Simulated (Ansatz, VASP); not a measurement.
**Os in VASP and in Ansatz**

```
Os
1.0
     0.00000    1.94500    1.94500
     1.94500    0.00000    1.94500
     1.94500    1.94500    0.00000
Os
1
Direct
  0.00000 0.00000 0.00000
```

Alike in both runs: task electric field gradients; functional PBEsol; k mesh 14 × 14 × 14; occupations fermi-dirac, width 0.03 eV; no spin polarisation.

|  | VASP | Ansatz |
| --- | --- | --- |
| version | VASP 6.6.1 | Ansatz 0.2.0 |
| potentials or method | VASP PAW PBE potentials, release 64 (Os), cutoff 520 eV | all-electron PAW with datasets made for the crystal, scalar-relativistic |

```tsv
	VASP	Ansatz	Ansatz less VASP
pressure (GPa)	-20.0	-19.9	+0.06
```

VASP's potentials were made for PBE, not for PBEsol. Ansatz ran all-electron here, and VASP with PAW potentials.

Spin-orbit coupling is off throughout.
